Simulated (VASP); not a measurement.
# InSb (P4/mmm) in VASP: notebook

InSb is run at these levels: PBEsol, PBE, r2SCAN; tasks: single point.

Everything below comes from runs of VASP 6.6.1. Logs are shortened: lines on timing, memory, paths and dates and some standing lists are left out, and cuts for length are marked.

## 1. The cell of the first run

It takes space group P4/mmm (No. 123, tetragonal). Conventional cell: a = 3.077 Å, b = 3.077 Å, c = 6.215 Å, α = 90.00°, β = 90.00°, γ = 90.00°. Within 4.0 Å of In (site symmetry 4/mmm) lie 4 In at 3.08 Å and 2 Sb at 3.11 Å. Within 4.0 Å of Sb (site symmetry 4/mmm) lie 4 Sb at 3.08 Å and 2 In at 3.11 Å.

## 2. Single point, PBEsol

Input file INCAR:

```
ALGO = Normal ; EDIFF = 1E-6
ENCUT = 520 ; GGA = PS
ISIF = 2 ; ISMEAR = 0
LASPH = T ; LCHARG = F
LREAL = F ; LWAVE = F
NBANDS = 16 ; NELM = 80
PREC = Accurate ; SIGMA = 0.1
```

Input file KPOINTS:

```
k-points
0
Gamma
  14 14 8
```

Input file POSCAR:

```
InSb
1.0
    3.0766560000      0.0000000000      0.0000000000
    0.0000000000      3.0766560000      0.0000000000
    0.0000000000      0.0000000000      6.2154700000
In Sb
1 1
Direct
    0.0000000000      0.0000000000      0.0000000000
    0.0000000000      0.0000000000      0.5000000000
```

Potentials or basis: VASP PAW PBE potentials, release 64 (In_d, Sb).

Run with:

```
$ cat potpaw_PBE.64/In_d/POTCAR potpaw_PBE.64/Sb/POTCAR > POTCAR
$ mpirun -np 1 vasp_std > vasp.out
```

OUTCAR:

```text
EDIFF = 1E-6
   ENCUT = 520
   GGA = PS
   ISIF = 2
   ISMEAR = 0
   LASPH = T
   LREAL = F
   NELM = 80
   PREC = Accurate

 ion  position               nearest neighbor table
   1  0.000  0.000  0.000-   2 3.11   2 3.11
   2  0.000  0.000  0.500-   1 3.11   1 3.11

  LATTYP: Found a simple tetragonal cell.
 ALAT       =     3.0766560000
 C/A-ratio  =     2.0202031036

  Lattice vectors:

 A1 = (   3.0766560000,   0.0000000000,   0.0000000000)
 A2 = (   0.0000000000,   3.0766560000,   0.0000000000)
 A3 = (   0.0000000000,   0.0000000000,   6.2154700000)

Analysis of symmetry for initial positions (statically):
=====================================================================
 Subroutine PRICEL returns:
 Original cell was already a primitive cell.

 Routine SETGRP: Setting up the symmetry group for a
 simple tetragonal supercell.

 Subroutine GETGRP returns: Found 16 space group operations
 (whereof 16 operations were pure point group operations)
 out of a pool of 16 trial point group operations.

The static configuration has the point symmetry D_4h.

Analysis of symmetry for dynamics (positions and initial velocities):
=====================================================================
 Subroutine PRICEL returns:
 Original cell was already a primitive cell.

 Routine SETGRP: Setting up the symmetry group for a
 simple tetragonal supercell.

 Subroutine GETGRP returns: Found 16 space group operations
 (whereof 16 operations were pure point group operations)
 out of a pool of 16 trial point group operations.

The dynamic configuration has the point symmetry D_4h.

 Subroutine INISYM returns: Found 16 space group operations
 (whereof 16 operations are pure point group operations),
 and found     1 'primitive' translations

----------------------------------------------------------------------------------------

                                     Primitive cell

  volume of cell :      58.8345

  direct lattice vectors                    reciprocal lattice vectors
     3.076656000  0.000000000  0.000000000     0.325028212  0.000000000  0.000000000
     0.000000000  3.076656000  0.000000000     0.000000000  0.325028212  0.000000000
     0.000000000  0.000000000  6.215470000     0.000000000  0.000000000  0.160888879

  length of vectors
     3.076656000  3.076656000  6.215470000     0.325028212  0.325028212  0.160888879

  position of ions in fractional coordinates (direct lattice)
     0.000000000  0.000000000  0.000000000
     0.000000000  0.000000000  0.500000000

  ion indices of the primitive-cell ions
   primitive index   ion index
                 1           1
                 2           2

----------------------------------------------------------------------------------------

 KPOINTS: k-points

Automatic generation of k-mesh.
 Grid dimensions read from file:
 generate k-points for:   14   14    8

 Generating k-lattice:

  Cartesian coordinates                     Fractional coordinates (reciprocal lattice)
     0.023216301  0.000000000  0.000000000     0.071428571  0.000000000  0.000000000
     0.000000000  0.023216301  0.000000000     0.000000000  0.071428571  0.000000000
     0.000000000  0.000000000  0.020111110     0.000000000  0.000000000  0.125000000

  Length of vectors
     0.023216301  0.023216301  0.020111110

  Shift w.r.t. Gamma in fractional coordinates (k-lattice)
     0.000000000  0.000000000  0.000000000

 Subroutine IBZKPT returns following result:
 ===========================================

 Found    180 irreducible k-points:

 Following reciprocal coordinates:
            Coordinates               Weight
  0.000000  0.000000  0.000000      1.000000
  0.071429  0.000000  0.000000      4.000000
  0.142857  0.000000  0.000000      4.000000
  0.214286  0.000000  0.000000      4.000000
  0.285714  0.000000  0.000000      4.000000
  0.357143  0.000000  0.000000      4.000000
[... 16 lines left out ...]
  0.285714  0.214286  0.000000      8.000000
  0.357143  0.214286  0.000000      8.000000
 [... further k-points ...]
   k-points           NKPTS =    180   k-points in BZ     NKDIM =    180   number of bands    NBANDS=     16
   number of dos      NEDOS =    301   number of ions     NIONS =      2
   total plane-waves  NPLWV =  27648
   dimension x,y,z NGX =    24 NGY =   24 NGZ =   48
   dimension x,y,z NGXF=    48 NGYF=   48 NGZF=   96
   ions per type =               1   1
   NGX,Y,Z   is equivalent  to a cutoff of  12.97, 12.97, 12.84 a.u.
   NGXF,Y,Z  is equivalent  to a cutoff of  25.94, 25.94, 25.68 a.u.
 SYSTEM =  unknown system
   PREC   = accura    normal or accurate (medium, high low for compatibility)
   ISTART =      0    job   : 0-new  1-cont  2-samecut
   ICHARG =      2    charge: 1-file 2-atom 10-const
   ISPIN  =      1    spin polarized calculation?
   LNONCOLLINEAR =      F non collinear calculations
   LSORBIT =      F    spin-orbit coupling
   LASPH  =      T    aspherical Exc in radial PAW
   ENCUT  =  520.0 eV  38.22 Ry    6.18 a.u.   5.72  5.72 11.56*2*pi/ulx,y,z
   NELM   =     80;   NELMIN=  2; NELMDL= -5     # of ELM steps
   EDIFF  = 0.1E-05   stopping-criterion for ELM
   LREAL  =      F    real-space projection
   EDIFFG = 0.1E-04   stopping-criterion for IOM
   NSW    =      0    number of steps for IOM
   IBRION =     -1    ionic relax: 0-MD 1-quasi-New 2-CG
   NFREE  =      0    steps in history (QN), initial steepest desc. (CG)
   ISIF   =      2    stress and relaxation
   ISYM   =      2    0-nonsym 1-usesym 2-fastsym
   POTIM  = 0.5000    time-step for ionic-motion
   TEBEG  =    0.0;   TEEND  =   0.0 temperature during run
   PSTRESS=    0.0 pullay stress
   NELECT =      18.0000    total number of electrons
   NUPDOWN=      -1.0000    fix difference up-down
   EMIN   =  10.00;   EMAX   =-10.00  energy-range for DOS
   EFERMI =   0.00;   METHOD = LEGACY
   ISMEAR =     0;   SIGMA  =   0.10  broadening in eV -4-tet -1-fermi 0-gaus
   EFERMI_NEDOS =   21; number of points for ismear=-14 and -15
   IALGO  =     38    algorithm
   IMIX   =      4    mixing-type and parameters
     AMIX     =   0.40;   BMIX     =  1.00
     AMIX_MAG =   1.60;   BMIX_MAG =  1.00
  volume/ion in A,a.u.               =      29.42       198.52
  Fermi-wavevector in a.u.,A,eV,Ry     =   1.103117  2.084590 16.556493  1.216868
  Thomas-Fermi vector in A             =   2.239571
   LORBIT       =      0    0 simple, 1 ext, 2 COOP (PROOUT), +10 PAW based schemes
   GGA     = PS    functional components
   LHFCALC =     F    Hartree Fock is set to
   AEXX    =    0.0000 exact exchange contribution
   IVDW    =     0    specifies the selected vdW correction
   LEPSILON=     F    determine dielectric tensor
   LRPA    =     F    only Hartree local field effects (RPA)
 non-spin polarized calculation
 Gauss-broadening in eV      SIGMA  =   0.10
  energy-cutoff  :      520.00
  volume of cell :       58.83
 maximum number of plane-waves:      1604
 NGX is ok and might be reduce to    24
   NGX = 11   NGY = 11   NGZ = 23

 number of electron      17.9999986 magnetization

 Free energy of the ion-electron system (eV)
  ---------------------------------------------------
  ext. energy  EPLUGINS =         0.00000000
  ---------------------------------------------------
  free energy    TOTEN  =        -7.40823071 eV

  energy without entropy =       -7.40317468  energy(sigma->0) =       -7.40570269

 E-fermi :   6.5051     XC(G=0):  -9.7989

 val. band max:        6.5008304883   @ k =   0.2143   0.1429   0.0000
 cond. band min:       6.5242687067   @ k =   0.2143   0.1429   0.1250
 fundamental gap:      0.0234382185
 Fermi energy:         6.5050670951

 k-point     1 :       0.0000    0.0000    0.0000
  band No.  band energies     occupation
      1      -8.3641      2.00000
      2      -8.1452      2.00000
      3      -7.7829      2.00000
      4      -7.7829      2.00000
      5      -7.6954      2.00000
      6      -5.0509      2.00000
[... 8 lines left out ...]
     15      15.3340      0.00000
     16      15.9245      0.00000

 k-point     2 :       0.0714    0.0000    0.0000
  band No.  band energies     occupation
      1      -8.3463      2.00000
      2      -8.1344      2.00000
      3      -7.7952      2.00000
      4      -7.7819      2.00000
      5      -7.7046      2.00000
      6      -4.9733      2.00000
[... 8 lines left out ...]
     15      15.4357      0.00000
     16      16.4326      0.00000

 k-point     3 :       0.1429    0.0000    0.0000
  band No.  band energies     occupation
      1      -8.3032      2.00000
      2      -8.0976      2.00000
      3      -7.8295      2.00000
      4      -7.7791      2.00000
      5      -7.7302      2.00000
      6      -4.7418      2.00000
[... 8 lines left out ...]
     15      15.6345      0.00000
     16      15.7349      0.00000

 k-point     4 :       0.2143    0.0000    0.0000
  band No.  band energies     occupation
      1      -8.2586      2.00000
      2      -8.0271      2.00000
      3      -7.8783      2.00000
      4      -7.7750      2.00000
      5      -7.7669      2.00000
      6      -4.3620      2.00000
[... 8 lines left out ...]
     15      15.9785      0.00000
     16      16.2129      0.00000

 k-point     5 :       0.2857    0.0000    0.0000
  band No.  band energies     occupation
      1      -8.2268      2.00000
      2      -7.9315      2.00000
      3      -7.9314      2.00000
      4      -7.8073      2.00000
      5      -7.7704      2.00000
      6      -3.8492      2.00000
[... 8 lines left out ...]
     15      16.4080      0.00000
     16      16.8337      0.00000

 k-point     6 :       0.3571    0.0000    0.0000
  band No.  band energies     occupation
      1      -8.2066      2.00000
      2      -7.9786      2.00000
      3      -7.8434      2.00000
      4      -7.8372      2.00000
      5      -7.7664      2.00000
      6      -3.2449      2.00000
[... 8 lines left out ...]
     15      16.9391      0.00000
     16      17.5287      0.00000

 k-point     7 :       0.4286    0.0000    0.0000
  band No.  band energies     occupation
      1      -8.1951      2.00000
      2      -8.0108      2.00000
      3      -7.8682      2.00000
      4      -7.7699      2.00000
      5      -7.7635      2.00000
      6      -2.6652      2.00000
[... 8 lines left out ...]
     15      17.5279      0.00000
     16      18.1568      0.00000

 k-point     8 :       0.5000    0.0000    0.0000
  band No.  band energies     occupation
      1      -8.1913      2.00000
      2      -8.0221      2.00000
      3      -7.8770      2.00000
      4      -7.7625      2.00000
      5      -7.7456      2.00000
      6      -2.3923      2.00000
[... 8 lines left out ...]
     15      17.8781      0.00000
     16      18.4591      0.00000

 k-point     9 :       0.0714    0.0714    0.0000
  band No.  band energies     occupation
      1      -8.3272      2.00000
      2      -8.1250      2.00000
      3      -7.7955      2.00000
      4      -7.7929      2.00000
      5      -7.7140      2.00000
      6      -4.8957      2.00000
[... 8 lines left out ...]
     15      15.5149      0.00000
     16      16.7651      0.00000
[... 172 lines left out ...]
 k-point    19 :       0.3571    0.1429    0.0000
  band No.  band energies     occupation
      1      -8.1036      2.00000
      2      -7.9721      2.00000
      3      -7.8947      2.00000
      4      -7.8242      2.00000
      5      -7.8098      2.00000
      6      -2.9375      2.00000
[... 8 lines left out ...]
     15      15.9764      0.00000
     16      16.8452      0.00000

 k-point    20 :       0.4286    0.1429    0.0000
  band No.  band energies     occupation
      1      -8.0934      2.00000
      2      -8.0037      2.00000
      3      -7.9216      2.00000
      4      -7.8065      2.00000
      5      -7.7544      2.00000
      6      -2.3572      2.00000
[... 8 lines left out ...]
     15      15.4349      0.00000
     16      17.4171      0.00000

 k-point    21 :       0.5000    0.1429    0.0000
  band No.  band energies     occupation
      1      -8.0900      2.00000
      2      -8.0150      2.00000
      3      -7.9313      2.00000
      4      -7.8053      2.00000
      5      -7.7291      2.00000
      6      -2.0837      2.00000
[... 8 lines left out ...]
     15      15.7059      0.00000
     16      17.7149      0.00000

 k-point    22 :       0.2143    0.2143    0.0000
  band No.  band energies     occupation
      1      -8.0601      2.00000
      2      -7.9967      2.00000
      3      -7.8738      2.00000
      4      -7.8610      2.00000
      5      -7.8532      2.00000
      6      -3.6752      2.00000
[... 8 lines left out ...]
     15      14.5075      0.00000
     16      16.2251      0.00000

 k-point    23 :       0.2857    0.2143    0.0000
  band No.  band energies     occupation
      1      -8.0126      2.00000
      2      -7.9198      2.00000
      3      -7.9189      2.00000
      4      -7.8957      2.00000
      5      -7.8605      2.00000
      6      -3.1632      2.00000
[... 8 lines left out ...]
     15      14.7606      0.00000
     16      15.5867      0.00000

 k-point    24 :       0.3571    0.2143    0.0000
  band No.  band energies     occupation
      1      -7.9997      2.00000
      2      -7.9651      2.00000
      3      -7.9462      2.00000
      4      -7.8554      2.00000
      5      -7.8060      2.00000
      6      -2.5583      2.00000
[... 8 lines left out ...]
     15      14.4444      0.00000
     16      15.3312      0.00000

 [... further k-points ...]

------------------------ aborting loop because EDIFF is reached ----------------------------------------

  FORCE on cell =-STRESS in cart. coord.  units (eV):
  Direction    XX          YY          ZZ          XY          YZ          ZX
  --------------------------------------------------------------------------------------
  -------------------------------------------------------------------------------------
  Total       -0.7296653     -0.7296653     -0.8374439      0.0000000      0.0000000     -0.0000000
  in kB      -19.8702078    -19.8702078    -22.8052302      0.0000000      0.0000000     -0.0000000
  external PRESSURE =     -20.8485486 kB  Pullay stress =       0.0000000 kB

 VOLUME and BASIS-vectors are now :
 -----------------------------------------------------------------------------
  energy-cutoff  :      520.00
  volume of cell :       58.83
      direct lattice vectors                 reciprocal lattice vectors
     3.076656000  0.000000000  0.000000000     0.325028212  0.000000000  0.000000000
     0.000000000  3.076656000  0.000000000     0.000000000  0.325028212  0.000000000
     0.000000000  0.000000000  6.215470000     0.000000000  0.000000000  0.160888879

 POSITION                                       TOTAL-FORCE (eV/Angst)
 -----------------------------------------------------------------------------------
      0.00000      0.00000      0.00000         0.000000      0.000000      0.000000
      0.00000      0.00000      3.10773         0.000000      0.000000      0.000000
 -----------------------------------------------------------------------------------
    total drift:                                0.000000     -0.000000     -0.000000

  FREE ENERGIE OF THE ION-ELECTRON SYSTEM (eV)
  ---------------------------------------------------
  free  energy   TOTEN  =        -7.4082307051 eV

  energy  without entropy=       -7.4031746836  energy(sigma->0) =       -7.40570269
```

Run time: 2 min. Hardware: 1 thread of Intel Xeon 8259CL, shared host; peak memory 0.31 GiB.

What came out:

| Property | Result |
| --- | --- |
| Free energy | -7.4082 eV |
| Pressure | -2.1 GPa |
| Band gap on the k mesh | zero (bands 9 and 10 overlap by 5.86 eV) |

Stress tensor (GPa, compression positive):
```
-1.99  0.00  0.00
 0.00 -1.99  0.00
 0.00  0.00 -2.28
```

Caveat: the PAW data sets were made with another functional, which shifts forces and pressure a little; spin-orbit coupling is left out, which moves the levels of the heavy elements.

(Part 1 of 2 ends here.)

The gap in the log of VASP goes by the Fermi energy; the results here count the filled bands.